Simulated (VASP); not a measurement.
# In (P6/mmm) in VASP: further runs

The runs below take In through single point, with PBE.

Program: VASP 6.6.1. These are calculated values, not measurements. Logs are shortened: lines on timing, memory, paths and dates and some standing lists are left out, and cuts for length are marked.

## 1. The cell of the first run

The structure is hexagonal, space group P6/mmm (No. 191). Conventional cell: a = 2.996 Å, b = 2.996 Å, c = 2.841 Å, α = 90.00°, β = 90.00°, γ = 120.00°. Within 3.7 Å of In (site symmetry 6/mmm) lie 8 In at 2.84 to 3.00 Å.

## 2. Single point, PBE

The input, INCAR:

```
  PREC = Accurate
  ENCUT = 500
  EDIFF = 1E-6
  ISMEAR = -1
  SIGMA = 0.08
  LREAL = F
  LASPH = T
  NELM = 120
  ALGO = Normal
  ISIF = 2
  LWAVE = F
  LCHARG = F
  GGA = PE
  NBANDS = 12
  GGA_COMPAT = F
```

The input, KPOINTS:

```
Automatic mesh
0
Gamma
  15 15 14
```

The input, POSCAR:

```
In
1.0
    2.9955486234      0.0000000000      0.0000000000
   -1.4977743117      2.5942212061      0.0000000000
    0.0000000000      0.0000000000      2.8412475612
In
1
Direct
    0.0000000000      0.0000000000      0.0000000000
```

Potentials or basis: VASP PAW PBE potentials, release 64 (In_d).

Launch:

```bash
cat potpaw_PBE.64/In_d/POTCAR > POTCAR
mpirun -np 1 vasp_std > vasp.out
```

OUTCAR:

```text
PREC = Accurate
   ENCUT = 500
   EDIFF = 1E-6
   ISMEAR = -1
   LREAL = F
   LASPH = T
   NELM = 120
   ISIF = 2
   GGA = PE

 ion  position               nearest neighbor table
   1  0.000  0.000  0.000-

  LATTYP: Found a hexagonal cell.
 ALAT       =     2.9955486234
 C/A-ratio  =     0.9484898823

  Lattice vectors:

 A1 = (   2.9955486234,   0.0000000000,   0.0000000000)
 A2 = (  -1.4977743117,   2.5942212061,   0.0000000000)
 A3 = (   0.0000000000,   0.0000000000,   2.8412475612)

Analysis of symmetry for initial positions (statically):
=====================================================================
 Subroutine PRICEL returns:
 Original cell was already a primitive cell.

 Routine SETGRP: Setting up the symmetry group for a
 hexagonal supercell.

 Subroutine GETGRP returns: Found 24 space group operations
 (whereof 24 operations were pure point group operations)
 out of a pool of 24 trial point group operations.

The static configuration has the point symmetry D_6h.

Analysis of symmetry for dynamics (positions and initial velocities):
=====================================================================
 Subroutine PRICEL returns:
 Original cell was already a primitive cell.

 Routine SETGRP: Setting up the symmetry group for a
 hexagonal supercell.

 Subroutine GETGRP returns: Found 24 space group operations
 (whereof 24 operations were pure point group operations)
 out of a pool of 24 trial point group operations.

The dynamic configuration has the point symmetry D_6h.

 Subroutine INISYM returns: Found 24 space group operations
 (whereof 24 operations are pure point group operations),
 and found     1 'primitive' translations

----------------------------------------------------------------------------------------

                                     Primitive cell

  volume of cell :      22.0797

  direct lattice vectors                    reciprocal lattice vectors
     2.995548623  0.000000000  0.000000000     0.333828666  0.192736070  0.000000000
    -1.497774312  2.594221206  0.000000000     0.000000000  0.385472140  0.000000000
     0.000000000  0.000000000  2.841247561     0.000000000  0.000000000  0.351958067

  length of vectors
     2.995548623  2.995548623  2.841247561     0.385472140  0.385472140  0.351958067

  position of ions in fractional coordinates (direct lattice)
     0.000000000  0.000000000  0.000000000

  ion indices of the primitive-cell ions
   primitive index   ion index
                 1           1

----------------------------------------------------------------------------------------

 KPOINTS: Automatic mesh

Automatic generation of k-mesh.
 Grid dimensions read from file:
 generate k-points for:   15   15   14

 Generating k-lattice:

  Cartesian coordinates                     Fractional coordinates (reciprocal lattice)
     0.022255244  0.012849071  0.000000000     0.066666667 -0.000000000  0.000000000
     0.000000000  0.025698143  0.000000000     0.000000000  0.066666667  0.000000000
     0.000000000  0.000000000  0.025139862     0.000000000  0.000000000  0.071428571

  Length of vectors
     0.025698143  0.025698143  0.025139862

  Shift w.r.t. Gamma in fractional coordinates (k-lattice)
     0.000000000  0.000000000  0.000000000

 Subroutine IBZKPT returns following result:
 ===========================================

 Found    216 irreducible k-points:

 Following reciprocal coordinates:
            Coordinates               Weight
  0.000000  0.000000  0.000000      1.000000
  0.066667  0.000000  0.000000      6.000000
  0.133333  0.000000  0.000000      6.000000
  0.200000  0.000000  0.000000      6.000000
  0.266667  0.000000  0.000000      6.000000
  0.333333 -0.000000  0.000000      6.000000
[... 16 lines left out ...]
  0.333333  0.200000  0.000000     12.000000
  0.400000  0.200000  0.000000      6.000000
 [... further k-points ...]
   k-points           NKPTS =    216   k-points in BZ     NKDIM =    216   number of bands    NBANDS=     12
   number of dos      NEDOS =    301   number of ions     NIONS =      1
   total plane-waves  NPLWV =  13824
   dimension x,y,z NGX =    24 NGY =   24 NGZ =   24
   dimension x,y,z NGXF=    48 NGYF=   48 NGZF=   48
   ions per type =               1
   NGX,Y,Z   is equivalent  to a cutoff of  13.32, 13.32, 14.04 a.u.
   NGXF,Y,Z  is equivalent  to a cutoff of  26.64, 26.64, 28.09 a.u.
 SYSTEM =  unknown system
   PREC   = accura    normal or accurate (medium, high low for compatibility)
   ISTART =      0    job   : 0-new  1-cont  2-samecut
   ICHARG =      2    charge: 1-file 2-atom 10-const
   ISPIN  =      1    spin polarized calculation?
   LNONCOLLINEAR =      F non collinear calculations
   LSORBIT =      F    spin-orbit coupling
   LASPH  =      T    aspherical Exc in radial PAW
   ENCUT  =  500.0 eV  36.75 Ry    6.06 a.u.   5.46  5.46  5.18*2*pi/ulx,y,z
   NELM   =    120;   NELMIN=  2; NELMDL= -5     # of ELM steps
   EDIFF  = 0.1E-05   stopping-criterion for ELM
   LREAL  =      F    real-space projection
   EDIFFG = 0.1E-04   stopping-criterion for IOM
   NSW    =      0    number of steps for IOM
   IBRION =     -1    ionic relax: 0-MD 1-quasi-New 2-CG
   NFREE  =      0    steps in history (QN), initial steepest desc. (CG)
   ISIF   =      2    stress and relaxation
   ISYM   =      2    0-nonsym 1-usesym 2-fastsym
   POTIM  = 0.5000    time-step for ionic-motion
   TEBEG  =    0.0;   TEEND  =   0.0 temperature during run
   PSTRESS=    0.0 pullay stress
   NELECT =      13.0000    total number of electrons
   NUPDOWN=      -1.0000    fix difference up-down
   EMIN   =  10.00;   EMAX   =-10.00  energy-range for DOS
   EFERMI =   0.00;   METHOD = LEGACY
   ISMEAR =    -1;   SIGMA  =   0.08  broadening in eV -4-tet -1-fermi 0-gaus
   EFERMI_NEDOS =   21; number of points for ismear=-14 and -15
   IALGO  =     38    algorithm
   IMIX   =      4    mixing-type and parameters
     AMIX     =   0.40;   BMIX     =  1.00
     AMIX_MAG =   1.60;   BMIX_MAG =  1.00
  volume/ion in A,a.u.               =      22.08       149.00
  Fermi-wavevector in a.u.,A,eV,Ry     =   1.372119  2.592929 25.615834  1.882711
  Thomas-Fermi vector in A             =   2.497755
   LORBIT       =      0    0 simple, 1 ext, 2 COOP (PROOUT), +10 PAW based schemes
   GGA     = PE    functional components
   LHFCALC =     F    Hartree Fock is set to
   AEXX    =    0.0000 exact exchange contribution
   IVDW    =     0    specifies the selected vdW correction
   LEPSILON=     F    determine dielectric tensor
   LRPA    =     F    only Hartree local field effects (RPA)
 non-spin polarized calculation
  energy-cutoff  :      500.00
  volume of cell :       22.08
 maximum number of plane-waves:       599
 NGX is ok and might be reduce to    24
   NGX = 11   NGY = 11   NGZ = 11

 number of electron      13.0000000 magnetization

 Free energy of the ion-electron system (eV)
  ---------------------------------------------------
  ext. energy  EPLUGINS =         0.00000000
  ---------------------------------------------------
  free energy    TOTEN  =        -2.27173727 eV

  energy without entropy =       -2.26183610  energy(sigma->0) =       -2.26678669

 E-fermi :   9.5034     XC(G=0): -11.0463

 val. band max:        9.4884865019   @ k =   0.4667   0.0667   0.5000
 cond. band min:       9.5500036453   @ k =   0.2667   0.2000   0.0000
 fundamental gap:      0.0615171434
 Fermi energy:         9.5033901774

 k-point     1 :       0.0000    0.0000    0.0000
  band No.  band energies     occupation
      1      -6.0214      2.00000
      2      -5.4404      2.00000
      3      -5.4404      2.00000
      4      -4.8350      2.00000
      5      -4.8350      2.00000
      6      -1.2867      2.00000
      7      17.5932      0.00000
      8      20.8890      0.00000
      9      20.8890      0.00000
     10      21.5347      0.00000
     11      21.7001      0.00000
     12      24.9398      0.00000

 k-point     2 :       0.0667    0.0000    0.0000
  band No.  band energies     occupation
      1      -6.0071      2.00000
      2      -5.4497      2.00000
      3      -5.4134      2.00000
      4      -4.8487      2.00000
      5      -4.8380      2.00000
      6      -1.1782      2.00000
      7      17.7295      0.00000
      8      19.5986      0.00000
      9      20.3746      0.00000
     10      21.3476      0.00000
     11      21.6698      0.00000
     12      25.5656      0.00000

 k-point     3 :       0.1333    0.0000    0.0000
  band No.  band energies     occupation
      1      -5.9694      2.00000
      2      -5.4756      2.00000
      3      -5.3364      2.00000
      4      -4.8872      2.00000
      5      -4.8466      2.00000
      6      -0.8485      2.00000
      7      17.2204      0.00000
      8      18.1328      0.00000
      9      19.3341      0.00000
     10      20.9419      0.00000
     11      21.8256      0.00000
     12      26.9360      0.00000

 k-point     4 :       0.2000    0.0000    0.0000
  band No.  band energies     occupation
      1      -5.9230      2.00000
      2      -5.5098      2.00000
      3      -5.2210      2.00000
      4      -4.9433      2.00000
      5      -4.8592      2.00000
      6      -0.2886      2.00000
      7      14.7390      0.00000
      8      18.2420      0.00000
      9      18.7869      0.00000
     10      20.5522      0.00000
     11      22.0228      0.00000
     12      28.5377      0.00000

 k-point     5 :       0.2667    0.0000    0.0000
  band No.  band energies     occupation
      1      -5.8879      2.00000
      2      -5.5374      2.00000
      3      -5.0851      2.00000
      4      -5.0067      2.00000
      5      -4.8736      2.00000
      6       0.5095      2.00000
      7      12.3367      0.00000
      8      17.2645      0.00000
      9      19.6633      0.00000
     10      20.2177      0.00000
     11      22.2875      0.00000
     12      30.0339      0.00000
[... 228 lines left out ...]
      1      -5.7907      2.00000
      2      -5.5281      2.00000
      3      -5.0529      2.00000
      4      -5.0398      2.00000
      5      -4.9192      2.00000
      6       1.7859      2.00000
      7      11.2908      0.00000
      8      12.5500      0.00000
      9      20.9926      0.00000
     10      22.7449      0.00000
     11      24.9712      0.00000
     12      26.7097      0.00000

 k-point    22 :       0.2667    0.2000    0.0000
  band No.  band energies     occupation
      1      -5.7560      2.00000
      2      -5.5025      2.00000
      3      -5.0805      2.00000
      4      -5.0097      2.00000
      5      -4.9455      2.00000
      6       2.9384      2.00000
      7       9.5500      0.71664
      8      11.5888      0.00000
      9      22.1035      0.00000
     10      23.2144      0.00000
     11      25.2826      0.00000
     12      27.7713      0.00000

 k-point    23 :       0.3333    0.2000    0.0000
  band No.  band energies     occupation
      1      -5.7429      2.00000
      2      -5.4690      2.00000
      3      -5.0976      2.00000
      4      -4.9951      2.00000
      5      -4.9647      2.00000
      6       4.2954      2.00000
      7       7.6958      2.00000
      8      11.1425      0.00000
      9      23.2382      0.00000
     10      23.7144      0.00000
     11      25.0737      0.00000
     12      27.5241      0.00000

 k-point    24 :       0.4000    0.2000    0.0000
  band No.  band energies     occupation
      1      -5.7405      2.00000
      2      -5.4538      2.00000
      3      -5.1034      2.00000
      4      -4.9911      2.00000
      5      -4.9718      2.00000
      6       5.5559      2.00000
      7       6.2588      2.00000
      8      11.0020      0.00000
      9      23.8652      0.00000
     10      23.9861      0.00000
     11      24.9451      0.00000
     12      27.0207      0.00000

 [... further k-points ...]

------------------------ aborting loop because EDIFF is reached ----------------------------------------

  FORCE on cell =-STRESS in cart. coord.  units (eV):
  Direction    XX          YY          ZZ          XY          YZ          ZX
  --------------------------------------------------------------------------------------
  -------------------------------------------------------------------------------------
  Total        2.2060883      2.2060883      2.2045241      0.0000000     -0.0000000      0.0000000
  in kB      160.0814539    160.0814539    159.9679503      0.0000000     -0.0000000      0.0000000
  external PRESSURE =     160.0436194 kB  Pullay stress =       0.0000000 kB

 VOLUME and BASIS-vectors are now :
 -----------------------------------------------------------------------------
  energy-cutoff  :      500.00
  volume of cell :       22.08
      direct lattice vectors                 reciprocal lattice vectors
     2.995548623  0.000000000  0.000000000     0.333828666  0.192736070  0.000000000
    -1.497774312  2.594221206  0.000000000     0.000000000  0.385472140  0.000000000
     0.000000000  0.000000000  2.841247561     0.000000000  0.000000000  0.351958067

 POSITION                                       TOTAL-FORCE (eV/Angst)
 -----------------------------------------------------------------------------------
      0.00000      0.00000      0.00000         0.000000      0.000000      0.000000
 -----------------------------------------------------------------------------------
    total drift:                                0.000000     -0.000000      0.000000

  FREE ENERGIE OF THE ION-ELECTRON SYSTEM (eV)
  ---------------------------------------------------
  free  energy   TOTEN  =        -2.2717372727 eV

  energy  without entropy=       -2.2618360984  energy(sigma->0) =       -2.26678669
```

Wall time 73 s (1 thread of Intel Xeon 8259CL, shared host); peak memory 0.17 GiB.

What came out:

* Free energy: -2.2717 eV
* Pressure: 16.0 GPa

Levels at points of the mesh, in eV from the Fermi level:
```tsv
k point	band 4	band 5	band 6	band 7	band 8	band 9	band 10	band 11
(0.00, 0.00, 0.00)	-14.34	-14.34	-10.79	8.09	11.39	11.39	12.03	12.20
(0.00, 0.00, 0.50)	-14.67	-14.67	-5.97	-4.62	14.78	15.43	16.36	16.36
```

Caveat: spin-orbit coupling is left out, which moves the levels of the heavy elements.

## 3. Single point, PBE

The input, INCAR:

```
SYSTEM = In
  PREC = Accurate
  ENCUT = 500
  EDIFF = 1E-6
  ISMEAR = -1
  SIGMA = 0.08
  LREAL = .False.
  LASPH = .True.
  NELM = 120
  ALGO = Normal
  ISIF = 2
  LWAVE = .False.
  LCHARG = .False.
  GGA = PE
  NBANDS = 12
  GGA_COMPAT = .False.
```

The input, KPOINTS:

```
regular mesh
0
Gamma
  15 15 14
  0 0 0
```

POSCAR is that of step 2.

Potentials or basis: VASP PAW PBE potentials, release 64 (In_d).

Launch:

```bash
cat potpaw_PBE.64/In_d/POTCAR > POTCAR
mpirun -np 1 vasp_std > vasp.out
```

Wall time 68 s (1 thread of Intel Xeon 8259CL, shared host); peak memory 0.18 GiB.

It converged, with:

| Item | Value |
| --- | --- |
| Free energy | -2.2717 eV |
| Pressure | 16.0 GPa |

Levels at points of the mesh, in eV from the Fermi level:
| k point | band 5 | band 6 | band 7 | band 8 | band 9 | band 10 |
| --- | --- | --- | --- | --- | --- | --- |
| (0.00, 0.00, 0.00) | -14.34 | -10.79 | 8.09 | 11.39 | 11.39 | 12.03 |
| (0.00, 0.00, 0.50) | -14.67 | -5.97 | -4.62 | 14.78 | 15.43 | 16.36 |

Caveat: spin-orbit coupling is left out, which moves the levels of the heavy elements.
